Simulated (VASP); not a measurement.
# Be2BiSb3 (P6/mmm) in VASP: a series of runs

Be2BiSb3 is run at these levels: PBE; tasks: single point, relaxation of cell and atoms.

Program: VASP 6.6.1. These are calculated values, not measurements. Logs are shortened: lines on timing, memory, paths and dates and some standing lists are left out, and cuts for length are marked.

## 1. The cell of the first run

It takes space group P6/mmm (No. 191, hexagonal). The conventional cell has a = 6.599 Å, b = 6.599 Å, c = 3.654 Å, α = 90.00°, β = 90.00°, γ = 120.00°. Be (site symmetry -6m2) has 6 Sb at 2.64 Å within 3.5 Å. Within 3.5 Å of Sb (site symmetry mmm) lie 4 Be at 2.64 Å and 4 Sb at 3.30 Å. Bi (site symmetry 6/mmm) has 2 Bi at 3.65 Å and 12 Sb at 3.77 Å and 6 Be at 3.81 Å within 4.8 Å.

## 2. Single point, PBE

File INCAR:

```
PREC = Accurate
ENCUT = 520
EDIFF = 1E-7
ISMEAR = 0
SIGMA = 0.1
LREAL = F
LASPH = T
NELM = 60
ALGO = Normal
ISIF = 2
LWAVE = F
LCHARG = F
GGA = PE
NBANDS = 26
```

File KPOINTS:

```
regular mesh
0
Gamma
  6 6 10
```

File POSCAR:

```
Be2BiSb3
1.0
    6.5986383293      0.0000000000      0.0000000000
   -3.2993191646      5.7145884236      0.0000000000
    0.0000000000      0.0000000000      3.6539055302
Be Sb Bi
2 3 1
Direct
    0.3333333333      0.6666666667      0.0000000000
    0.6666666667      0.3333333333      0.0000000000
    0.5000000000      0.0000000000      0.5000000000
    0.5000000000      0.5000000000      0.5000000000
    0.0000000000      0.5000000000      0.5000000000
    0.0000000000      0.0000000000      0.0000000000
```

Potentials or basis: VASP PAW PBE potentials, release 64 (Be, Sb, Bi_d).

Started as:

```console
> cat potpaw_PBE.64/Be/POTCAR potpaw_PBE.64/Sb/POTCAR potpaw_PBE.64/Bi_d/POTCAR > POTCAR
> mpirun -np 1 vasp_std > vasp.out
```

OUTCAR:

```text
PREC = Accurate
   ENCUT = 520
   EDIFF = 1E-7
   ISMEAR = 0
   LREAL = F
   LASPH = T
   NELM = 60
   ISIF = 2
   GGA = PE

 ion  position               nearest neighbor table
   1  0.333  0.667  0.000-   5 2.64   5 2.64   3 2.64   3 2.64   4 2.64   4 2.64
   2  0.667  0.333  0.000-   5 2.64   5 2.64   3 2.64   3 2.64   4 2.64   4 2.64
   3  0.500  0.000  0.500-   1 2.64   2 2.64   1 2.64   2 2.64   4 3.30   4 3.30   5 3.30   5 3.30
                             6 3.77   6 3.77   6 3.77   6 3.77
   4  0.500  0.500  0.500-   1 2.64   2 2.64   1 2.64   2 2.64   5 3.30   5 3.30   3 3.30   3 3.30
                             6 3.77   6 3.77   6 3.77   6 3.77
   5  0.000  0.500  0.500-   1 2.64   2 2.64   1 2.64   2 2.64   4 3.30   4 3.30   3 3.30   3 3.30
                             6 3.77   6 3.77   6 3.77   6 3.77
   6  0.000  0.000  0.000-   3 3.77   3 3.77   3 3.77   3 3.77   5 3.77   5 3.77   5 3.77   5 3.77
                             4 3.77   4 3.77   4 3.77   4 3.77

  LATTYP: Found a hexagonal cell.
 ALAT       =     6.5986383293
 C/A-ratio  =     0.5537362934

  Lattice vectors:

 A1 = (   6.5986383293,   0.0000000000,   0.0000000000)
 A2 = (  -3.2993191646,   5.7145884236,   0.0000000000)
 A3 = (   0.0000000000,   0.0000000000,   3.6539055302)

Analysis of symmetry for initial positions (statically):
=====================================================================
 Subroutine PRICEL returns:
 Original cell was already a primitive cell.

 Routine SETGRP: Setting up the symmetry group for a
 hexagonal supercell.

 Subroutine GETGRP returns: Found 24 space group operations
 (whereof 24 operations were pure point group operations)
 out of a pool of 24 trial point group operations.

The static configuration has the point symmetry D_6h.

Analysis of symmetry for dynamics (positions and initial velocities):
=====================================================================
 Subroutine PRICEL returns:
 Original cell was already a primitive cell.

 Routine SETGRP: Setting up the symmetry group for a
 hexagonal supercell.

 Subroutine GETGRP returns: Found 24 space group operations
 (whereof 24 operations were pure point group operations)
 out of a pool of 24 trial point group operations.

The dynamic configuration has the point symmetry D_6h.

 Subroutine INISYM returns: Found 24 space group operations
 (whereof 24 operations are pure point group operations),
 and found     1 'primitive' translations

----------------------------------------------------------------------------------------

                                     Primitive cell

  volume of cell :     137.7833

  direct lattice vectors                    reciprocal lattice vectors
     6.598638329  0.000000000  0.000000000     0.151546418  0.087495365  0.000000000
    -3.299319165  5.714588424  0.000000000     0.000000000  0.174990730  0.000000000
     0.000000000  0.000000000  3.653905530     0.000000000  0.000000000  0.273679763

  length of vectors
     6.598638329  6.598638329  3.653905530     0.174990730  0.174990730  0.273679763

  position of ions in fractional coordinates (direct lattice)
     0.333333333  0.666666667  0.000000000
     0.666666667  0.333333333  0.000000000
     0.500000000  0.000000000  0.500000000
     0.500000000  0.500000000  0.500000000
     0.000000000  0.500000000  0.500000000
     0.000000000  0.000000000  0.000000000

  ion indices of the primitive-cell ions
   primitive index   ion index
                 1           1
                 2           2
                 3           3
                 4           4
                 5           5
                 6           6

----------------------------------------------------------------------------------------

 KPOINTS: regular mesh

Automatic generation of k-mesh.
 Grid dimensions read from file:
 generate k-points for:    6    6   10

 Generating k-lattice:

  Cartesian coordinates                     Fractional coordinates (reciprocal lattice)
     0.025257736  0.014582561  0.000000000     0.166666667  0.000000000  0.000000000
     0.000000000  0.029165122  0.000000000     0.000000000  0.166666667  0.000000000
     0.000000000  0.000000000  0.027367976     0.000000000  0.000000000  0.100000000

  Length of vectors
     0.029165122  0.029165122  0.027367976

  Shift w.r.t. Gamma in fractional coordinates (k-lattice)
     0.000000000  0.000000000  0.000000000

 Subroutine IBZKPT returns following result:
 ===========================================

 Found     42 irreducible k-points:

 Following reciprocal coordinates:
            Coordinates               Weight
  0.000000  0.000000  0.000000      1.000000
  0.166667 -0.000000  0.000000      6.000000
  0.333333 -0.000000  0.000000      6.000000
  0.500000 -0.000000  0.000000      3.000000
  0.166667  0.166667  0.000000      6.000000
  0.333333  0.166667  0.000000     12.000000
[... 16 lines left out ...]
  0.166667 -0.000000  0.300000     12.000000
  0.333333 -0.000000  0.300000     12.000000
 [... further k-points ...]
   k-points           NKPTS =     42   k-points in BZ     NKDIM =     42   number of bands    NBANDS=     26
   number of dos      NEDOS =    301   number of ions     NIONS =      6
   total plane-waves  NPLWV =  70000
   dimension x,y,z NGX =    50 NGY =   50 NGZ =   28
   dimension x,y,z NGXF=   100 NGYF=  100 NGZF=   56
   ions per type =               2   3   1
   NGX,Y,Z   is equivalent  to a cutoff of  12.60, 12.60, 12.74 a.u.
   NGXF,Y,Z  is equivalent  to a cutoff of  25.19, 25.19, 25.48 a.u.
 SYSTEM =  unknown system
   PREC   = accura    normal or accurate (medium, high low for compatibility)
   ISTART =      0    job   : 0-new  1-cont  2-samecut
   ICHARG =      2    charge: 1-file 2-atom 10-const
   ISPIN  =      1    spin polarized calculation?
   LNONCOLLINEAR =      F non collinear calculations
   LSORBIT =      F    spin-orbit coupling
   LASPH  =      T    aspherical Exc in radial PAW
   ENCUT  =  520.0 eV  38.22 Ry    6.18 a.u.  12.27 12.27  6.79*2*pi/ulx,y,z
   NELM   =     60;   NELMIN=  2; NELMDL= -5     # of ELM steps
   EDIFF  = 0.1E-06   stopping-criterion for ELM
   LREAL  =      F    real-space projection
   EDIFFG = 0.1E-05   stopping-criterion for IOM
   NSW    =      0    number of steps for IOM
   IBRION =     -1    ionic relax: 0-MD 1-quasi-New 2-CG
   NFREE  =      0    steps in history (QN), initial steepest desc. (CG)
   ISIF   =      2    stress and relaxation
   ISYM   =      2    0-nonsym 1-usesym 2-fastsym
   POTIM  = 0.5000    time-step for ionic-motion
   TEBEG  =    0.0;   TEEND  =   0.0 temperature during run
   PSTRESS=    0.0 pullay stress
   NELECT =      34.0000    total number of electrons
   NUPDOWN=      -1.0000    fix difference up-down
   EMIN   =  10.00;   EMAX   =-10.00  energy-range for DOS
   EFERMI =   0.00;   METHOD = LEGACY
   ISMEAR =     0;   SIGMA  =   0.10  broadening in eV -4-tet -1-fermi 0-gaus
   EFERMI_NEDOS =   21; number of points for ismear=-14 and -15
   IALGO  =     38    algorithm
   IMIX   =      4    mixing-type and parameters
     AMIX     =   0.40;   BMIX     =  1.00
     AMIX_MAG =   1.60;   BMIX_MAG =  1.00
  volume/ion in A,a.u.               =      22.96       154.97
  Fermi-wavevector in a.u.,A,eV,Ry     =   1.026839  1.940444 14.345955  1.054398
  Thomas-Fermi vector in A             =   2.160753
   LORBIT       =      0    0 simple, 1 ext, 2 COOP (PROOUT), +10 PAW based schemes
   GGA     = PE    functional components
   LHFCALC =     F    Hartree Fock is set to
   AEXX    =    0.0000 exact exchange contribution
   IVDW    =     0    specifies the selected vdW correction
   LEPSILON=     F    determine dielectric tensor
   LRPA    =     F    only Hartree local field effects (RPA)
 non-spin polarized calculation
 Gauss-broadening in eV      SIGMA  =   0.10
  energy-cutoff  :      520.00
  volume of cell :      137.78
 maximum number of plane-waves:      3746
 NGX is ok and might be reduce to    50
   NGX = 25   NGY = 25   NGZ = 13

 number of electron      33.9999999 magnetization

 Free energy of the ion-electron system (eV)
  ---------------------------------------------------
  ext. energy  EPLUGINS =         0.00000000
  ---------------------------------------------------
  free energy    TOTEN  =       -20.79272388 eV

  energy without entropy =      -20.77490183  energy(sigma->0) =      -20.78381285

 E-fermi :   7.2883     XC(G=0):  -9.9618

 val. band max:        7.2069799019   @ k =   0.3333   0.1667   0.3000
 cond. band min:       7.2936118973   @ k =   0.3333   0.3333   0.3000
 fundamental gap:      0.0866319954
 Fermi energy:         7.2882673353

 k-point     1 :       0.0000    0.0000    0.0000
  band No.  band energies     occupation
      1     -15.6794      2.00000
      2     -15.6218      2.00000
      3     -15.6218      2.00000
      4     -15.6147      2.00000
      5     -15.6147      2.00000
      6      -5.2517      2.00000
[... 18 lines left out ...]
     25      11.5627      0.00000
     26      11.6703      0.00000

 k-point     2 :       0.1667   -0.0000    0.0000
  band No.  band energies     occupation
      1     -15.6794      2.00000
      2     -15.6218      2.00000
      3     -15.6218      2.00000
      4     -15.6148      2.00000
      5     -15.6148      2.00000
      6      -5.1349      2.00000
[... 18 lines left out ...]
     25      11.7732      0.00000
     26      12.2197      0.00000

 k-point     3 :       0.3333   -0.0000    0.0000
  band No.  band energies     occupation
      1     -15.6794      2.00000
      2     -15.6218      2.00000
      3     -15.6217      2.00000
      4     -15.6148      2.00000
      5     -15.6148      2.00000
      6      -4.7894      2.00000
[... 572 lines left out ...]
 k-point    23 :       0.1667   -0.0000    0.3000
  band No.  band energies     occupation
      1     -15.6332      2.00000
      2     -15.6332      2.00000
      3     -15.6199      2.00000
      4     -15.6198      2.00000
      5     -15.6195      2.00000
      6      -4.3264      2.00000
[... 18 lines left out ...]
     25      12.4261      0.00000
     26      13.9021      0.00000

 k-point    24 :       0.3333   -0.0000    0.3000
  band No.  band energies     occupation
      1     -15.6332      2.00000
      2     -15.6332      2.00000
      3     -15.6199      2.00000
      4     -15.6197      2.00000
      5     -15.6195      2.00000
      6      -3.9978      2.00000
[... 18 lines left out ...]
     25      12.1791      0.00000
     26      13.6398      0.00000

 [... further k-points ...]
[... 5 lines left out ...]
  --------------------------------------------------------------------------------------
  -------------------------------------------------------------------------------------
  Total        0.0042128      0.0042128      0.0997035      0.0000000      0.0000000     -0.0000000
  in kB        0.0489875      0.0489875      1.1593757      0.0000000      0.0000000     -0.0000000
  external PRESSURE =       0.4191169 kB  Pullay stress =       0.0000000 kB

 VOLUME and BASIS-vectors are now :
 -----------------------------------------------------------------------------
  energy-cutoff  :      520.00
  volume of cell :      137.78
      direct lattice vectors                 reciprocal lattice vectors
     6.598638329  0.000000000  0.000000000     0.151546418  0.087495365  0.000000000
    -3.299319165  5.714588424  0.000000000     0.000000000  0.174990730  0.000000000
     0.000000000  0.000000000  3.653905530     0.000000000  0.000000000  0.273679763

 POSITION                                       TOTAL-FORCE (eV/Angst)
 -----------------------------------------------------------------------------------
     -0.00000      3.80973      0.00000        -0.000000      0.000000      0.000000
      3.29932      1.90486      0.00000         0.000000      0.000000      0.000000
      3.29932      0.00000      1.82695         0.000000      0.000000      0.000000
      1.64966      2.85729      1.82695         0.000000      0.000000      0.000000
     -1.64966      2.85729      1.82695         0.000000      0.000000      0.000000
      0.00000      0.00000      0.00000         0.000000      0.000000      0.000000
 -----------------------------------------------------------------------------------
    total drift:                               -0.000000      0.000000     -0.000000

  FREE ENERGIE OF THE ION-ELECTRON SYSTEM (eV)
  ---------------------------------------------------
  free  energy   TOTEN  =       -20.7927238781 eV

  energy  without entropy=      -20.7749018265  energy(sigma->0) =      -20.78381285
```

It took 2.6 min on 1 thread of Intel Xeon 6975P-C, shared host; peak memory 0.34 GiB.

Results:

| Item | Value |
| --- | --- |
| Free energy | -20.7927 eV |
| Pressure | 0.0 GPa |
| Band gap on the k mesh | zero (band 17 reaches 9.32 eV, above the bottom of band 18 at 5.88 eV) |

Caveat: spin-orbit coupling is left out, which moves the levels of the heavy elements.

## 3. Relaxation of cell and atoms, PBE

This run uses another cell than the first one, of 19.18 Å³/atom, 0.835 times its volume.

File INCAR:

```
SYSTEM = Be2BiSb3
PREC = Accurate ; ENCUT = 600
EDIFF = 1E-6 ; ISMEAR = 0
SIGMA = 0.1 ; LREAL = .FALSE.
LASPH = .TRUE. ; NELM = 100
ALGO = Normal ; ISIF = 3
LWAVE = .FALSE. ; LCHARG = .FALSE.
GGA = PE ; IBRION = 2
NSW = 90 ; EDIFFG = -0.04
```

File KPOINTS:

```
regular mesh
0
G
  3 3 6
  0 0 0
```

File POSCAR:

```
Be2BiSb3
1.0
    6.1726764500      0.0000000000      0.0000000000
   -3.0863382200      5.3456946100      0.0000000000
    0.0000000000      0.0000000000      3.4867377800
Be Sb Bi
2 3 1
Direct
    0.3333333300      0.6666666700      0.0000000000
    0.6666666700      0.3333333300      0.0000000000
    0.5000000000      0.0000000000      0.5000000000
    0.5000000000      0.5000000000      0.5000000000
    0.0000000000      0.5000000000      0.5000000000
    0.0000000000      0.0000000000      0.0000000000
```

Potentials or basis: VASP PAW PBE potentials, release 64 (Be, Sb, Bi_d).

Started as:

```console
> cat potpaw_PBE.64/Be/POTCAR potpaw_PBE.64/Sb/POTCAR potpaw_PBE.64/Bi_d/POTCAR > POTCAR
> mpirun -np 1 vasp_std > vasp.out
```

Wall time 2.8 min (1 thread of Intel Xeon 6975P-C, shared host); peak memory 0.28 GiB.

It converged, with:

| Item | Value |
| --- | --- |
| Free energy | -20.7143 eV |
| Relaxed volume | 23.08 Å³/atom |
| Relaxed cell | a = 6.651 Å, b = 6.651 Å, c = 3.615 Å, α = 90.00°, β = 90.00°, γ = 120.00° |
| Space group after relaxing (to 0.05 Å) | P6/mmm (No. 191) |
| Energy gained by relaxing | 174.8 meV/atom |
| Ionic steps | 6 |
| Pressure after relaxing | -0.1 GPa |
| Band gap on the k mesh | zero (band 17 reaches 9.35 eV, above the bottom of band 18 at 5.85 eV) |

Stress tensor (GPa, compression positive):
```
-0.10  0.00  0.00
 0.00 -0.10  0.00
 0.00  0.00 -0.03
```

Step by step:
```csv
step,energy change (eV),largest force (eV/Å),pressure (GPa),volume (Å³)
1,0.0000,0.0000,16.47,115.05
2,-0.8597,0.0000,-4.30,151.07
3,-1.0392,0.0000,-0.01,138.33
4,-1.0392,0.0000,-0.22,138.82
5,-1.0466,0.0000,-0.14,138.64
6,-1.0486,0.0000,-0.08,138.48
```

Final structure:
```
CELL_PARAMETERS angstrom
6.65112 0.00000 0.00000
-3.32556 5.76003 0.00000
0.00000 0.00000 3.61459
ATOMIC_POSITIONS crystal
Be 0.33333 0.66667 0.00000
Be 0.66667 0.33333 0.00000
Sb 0.50000 0.00000 0.50000
Sb 0.50000 0.50000 0.50000
Sb 0.00000 0.50000 0.50000
Bi 0.00000 0.00000 0.00000
```

Levels at points of the mesh, in eV from the Fermi level:
| k point | band 15 | band 16 | band 17 | band 18 | band 19 | band 20 |
| --- | --- | --- | --- | --- | --- | --- |
| (0.00, 0.00, 0.00) | 0.30 | 1.91 | 2.12 | 2.31 | 2.31 | 2.61 |
| (0.00, 0.00, 0.50) | -2.61 | -2.61 | -1.73 | -1.38 | -1.38 | 3.03 |

Caveat: the k points lie up to 0.36 Å⁻¹ apart in the final cell; the volume moved by over 15 % at a fixed basis, so the end points are rough; spin-orbit coupling is left out, which moves the levels of the heavy elements.

## 4. Relaxation of cell and atoms, PBE

This run uses another cell than the first one, of 23.04 Å³/atom, 1.003 times its volume.

File INCAR:

```
ALGO = Normal
EDIFF = 1E-7
EDIFFG = -0.01
ENCUT = 600
GGA = PE
IBRION = 2
ISIF = 3
ISMEAR = 0
LASPH = True
LCHARG = False
LREAL = False
LWAVE = False
NELM = 100
NSW = 100
PREC = Accurate
SIGMA = 0.1
```

File KPOINTS:

```
k-points
0
Gamma
  6 6 10
```

File POSCAR:

```
Be2BiSb3
1.0
    6.6526753897      0.0000000000      0.0000000000
   -3.3263376948      5.7613858906      0.0000000000
    0.0000000000      0.0000000000      3.6059704974
Be Sb Bi
2 3 1
Direct
    0.3333333333      0.6666666667      0.0000000000
    0.6666666667      0.3333333333      0.0000000000
    0.5000000000      0.0000000000      0.5000000000
    0.5000000000      0.5000000000      0.5000000000
    0.0000000000      0.5000000000      0.5000000000
    0.0000000000      0.0000000000      0.0000000000
```

Started as:

```console
> cat potpaw_PBE.64/Be/POTCAR potpaw_PBE.64/Sb/POTCAR potpaw_PBE.64/Bi_d/POTCAR > POTCAR
> mpirun -np 1 vasp_std > vasp.out
```

Run time: 14 min. Hardware: 1 thread of Intel Xeon 6975P-C, shared host; peak memory 0.41 GiB.

Results (log left out):

```
Free energy                            : -20.7929 eV
Relaxed volume                         : 22.98 Å³/atom
Relaxed cell                           : a = 6.597 Å, b = 6.597 Å, c = 3.658 Å, α = 90.00°, β = 90.00°, γ = 120.00°
Space group after relaxing (to 0.05 Å) : P6/mmm (No. 191)
Energy gained by relaxing              : 0.8 meV/atom
Ionic steps                            : 9
Pressure after relaxing                : 0.0 GPa
Band gap on the k mesh                 : zero (band 17 reaches 9.32 eV, above the bottom of band 18 at 5.87 eV)
```

The path:
| step | energy change (eV) | largest force (eV/Å) | pressure (GPa) | volume (Å³) |
| --- | --- | --- | --- | --- |
| 1 | 0.0000 | 0.0000 | -0.01 | 138.21 |
| 2 | -0.0011 | 0.0000 | -0.02 | 138.19 |
| 3 | -0.0039 | 0.0000 | -0.06 | 138.11 |
| 4 | 0.0033 | 0.0000 | -0.06 | 137.92 |
| 5 | -0.0046 | 0.0000 | -0.07 | 138.08 |
| 6 | -0.0046 | 0.0000 | -0.07 | 138.05 |
| 7 | -0.0047 | 0.0000 | -0.07 | 138.06 |
| 8 | -0.0047 | 0.0000 | 0.10 | 137.67 |
| 9 | -0.0047 | 0.0000 | 0.00 | 137.89 |

Final structure:
```
Be Sb Bi
1.0
     6.59741    0.00000    0.00000
    -3.29870    5.71352    0.00000
     0.00000    0.00000    3.65803
Be Sb Bi
2 3 1
Direct
  0.33333 0.66667 0.00000
  0.66667 0.33333 0.00000
  0.50000 0.00000 0.50000
  0.50000 0.50000 0.50000
  0.00000 0.50000 0.50000
  0.00000 0.00000 0.00000
```

Levels at points of the mesh, in eV from the Fermi level:
| k point | band 15 | band 16 | band 17 | band 18 | band 19 | band 20 |
| --- | --- | --- | --- | --- | --- | --- |
| (0.00, 0.00, 0.00) | 0.46 | 1.92 | 2.04 | 2.10 | 2.10 | 2.45 |
| (0.50, 0.00, 0.00) | -0.97 | -0.74 | -0.20 | 1.80 | 2.05 | 2.43 |
| (0.00, 0.00, 0.50) | -2.69 | -2.66 | -1.75 | -1.41 | -1.41 | 3.10 |
| (0.50, 0.00, 0.50) | -1.33 | -0.54 | -0.45 | -0.15 | 0.13 | 0.60 |

Caveat: spin-orbit coupling is left out, which moves the levels of the heavy elements.

## 5. Overview

| task | cell | k mesh | cutoff (eV) | gap on the mesh (eV) | pressure (GPa) | relaxed volume (Å³/atom) |
| --- | --- | --- | --- | --- | --- | --- |
| single point | a = 6.599, b = 6.599, c = 3.654 Å, angles 90.0, 90.0, 120.0°, 6 atoms | 6 × 6 × 10 | 520 | none | 0.0 | - |
| relaxation of cell and atoms | relaxed from a = 6.173, b = 6.173, c = 3.487 Å, angles 90.0, 90.0, 120.0°, 6 atoms | 3 × 3 × 6 | 600 | none | -0.1 | 23.08 |
| relaxation of cell and atoms | relaxed from a = 6.653, b = 6.653, c = 3.606 Å, angles 90.0, 90.0, 120.0°, 6 atoms | 6 × 6 × 10 | 600 | none | 0.0 | 22.98 |

Alike in all rows: level PBE; potentials or basis VASP PAW PBE potentials, release 64 (Be, Sb, Bi_d); no spin polarisation; smearing gaussian 0.1 eV.

Caveats: some runs use coarse meshes; spin-orbit coupling is left out, which moves the levels of the heavy elements; the volume moved by over 15 % at a fixed basis, so the end points are rough (some runs).

Total energies depend on the potentials used, so only differences within one code and one set of settings carry meaning.
